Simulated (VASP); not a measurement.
Here is a VASP 6.6.1 calculation.

File INCAR:

```
PREC     = Accurate       # precision mode
ENCUT    = 520            # plane-wave cutoff, eV
EDIFF    = 1E-6           # SCF threshold, eV
ISMEAR   = 0              # smearing method
SIGMA    = 0.05           # smearing width, eV
LREAL    = False          # projectors in reciprocal space
LASPH    = True           # aspherical terms in the spheres
NELM     = 100            # most SCF steps
ALGO     = Normal         # electronic algorithm
ISIF     = 2              # what is computed and relaxed
LWAVE    = False          # write WAVECAR
LCHARG   = True           # write CHGCAR
GGA      = CA             # functional
LELF     = True           # ELF
LVHAR    = True         
NBANDS   = 15             # bands
```

KPOINTS

```
Automatic mesh
0
Gamma
  8 8 8
```

The input POSCAR:

```
SrO
1.0
    0.0000000000      2.5055550000      2.6982900000
    2.5055550000      0.0000000000      2.6982900000
    2.5055550000      2.5055550000      0.0000000000
Sr O
1 1
Direct
    0.0000000000      0.0000000000      0.0000000000
    0.5000000000      0.5000000000      0.5000000000
```

Potentials or basis: VASP PAW LDA potentials, release 64 (Sr_sv, O).

Command:

```sh
$ cat potpaw_LDA.64/Sr_sv/POTCAR potpaw_LDA.64/O/POTCAR > POTCAR
$ mpirun -np 1 vasp_std > vasp.out
```

Task: Predict the band gap on the k mesh.

Result: 2.95 eV, indirect (least direct gap 3.00 eV).

Task: Estimate the pressure.

Result: -2.2 GPa.

Stress tensor (GPa, compression positive):
```
 0.71  0.00  0.00
 0.00  0.71  0.00
 0.00  0.00 -7.94
```

Caveat: the cell differs from its parent crystal (strain -0.025 along x and y, +0.050 along z). A k mesh can miss the band edges.
